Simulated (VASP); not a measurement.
# TlBr3: single point with r2SCAN

TlBr3:

```xyz
4
Lattice="5.7137 0.0000 0.0000 0.0000 5.7137 0.0000 0.0000 0.0000 5.7137" Properties=species:S:1:pos:R:3 pbc="T T T"
Tl    0.0000    0.0000    0.0000
Br    0.0000    2.8569    2.8569
Br    2.8569    0.0000    2.8569
Br    2.8569    2.8569    0.0000
```

```yaml
Program: VASP 6.6.1
Task: single point
Functional: r2SCAN
Potentials_or_basis: VASP PAW PBE potentials, release 64 (Tl_d, Br)
Cutoff: 520 eV
k_mesh: 4 × 4 × 4
Occupations: gaussian, width 0.1 eV
Spin: no spin polarisation
Dipole_correction: no
Further_INCAR_settings: ALGO = Normal; EDIFF = 1e-06; NBANDS = 25
```

```yaml
Pressure: -3.0 GPa
Band_gap_on_the_k_mesh: zero (bands 17 and 18 overlap by 0.14 eV)
```

Levels at points of the mesh, in eV from the Fermi level:
```csv
k point,band 12,band 13,band 14,band 15,band 16,band 17,band 18,band 19,band 20,band 21
"(0.00, 0.00, 0.00)",-1.39,-0.43,-0.43,-0.43,0.04,0.04,0.04,5.59,5.59,5.59
"(0.50, 0.00, 0.00)",-0.69,-0.69,-0.64,-0.53,-0.46,-0.06,-0.06,4.03,5.13,5.13
"(0.50, 0.50, 0.00)",-0.83,-0.83,-0.62,-0.62,-0.57,0.06,0.08,4.69,4.80,4.80
"(0.50, 0.50, 0.50)",-1.50,-1.50,0.06,0.06,0.06,0.08,0.08,5.45,5.45,5.45
```

Wall time 4.9 min on 1 thread of Oxide Virtual Turin-like Processor (shared host), peak memory 0.27 GiB.

Caveat: the cell stands under tension; the PAW data sets were made with another functional, which shifts forces and pressure a little; spin-orbit coupling is left out, which moves the levels of the heavy elements.
